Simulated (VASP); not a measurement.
Pd:

```
Pd
1.0
     0.00000    1.94650    1.94650
     1.94650    0.00000    1.94650
     1.94650    1.94650    0.00000
Pd
1
Cartesian
  0.0000 0.0000 0.0000
```

| Quantity | Value |
| --- | --- |
| Program | VASP 6.6.1 |
| Task | relaxation of cell and atoms |
| Functional | PBE |
| Potentials or basis | VASP PAW PBE potentials, release 64 (Pd) |
| Cutoff | 600 eV |
| k mesh | 12 × 12 × 12 |
| Occupations | fermi-dirac, width 0.05 eV |
| Spin | no spin polarisation |

At the start: pressure 6.6 GPa; volume 14.75 Å³/atom.

Q: How do energy, volume and symmetry change on relaxing?

A: Over 3 steps the energy falls by 10.4 meV/atom and the volume is 15.29 Å³/atom (+3.6 %); space group Fm-3m (No. 225, to 0.05 Å).

Step by step:
```csv
step,energy change (eV),largest force (eV/Å),pressure (GPa),volume (Å³)
1,0.0000,0.0000,6.57,14.75
2,0.0093,0.0000,-7.49,16.08
3,-0.0104,0.0000,-0.05,15.29
```

Final structure:
```yaml
crystal:
  lattice:
    - [0.00000, 1.96981, 1.96981]
    - [1.96981, 0.00000, 1.96981]
    - [1.96981, 1.96981, 0.00000]
  atoms:
    - { symbol: Pd, position: [0.00000, 0.00000, 0.00000] }
```
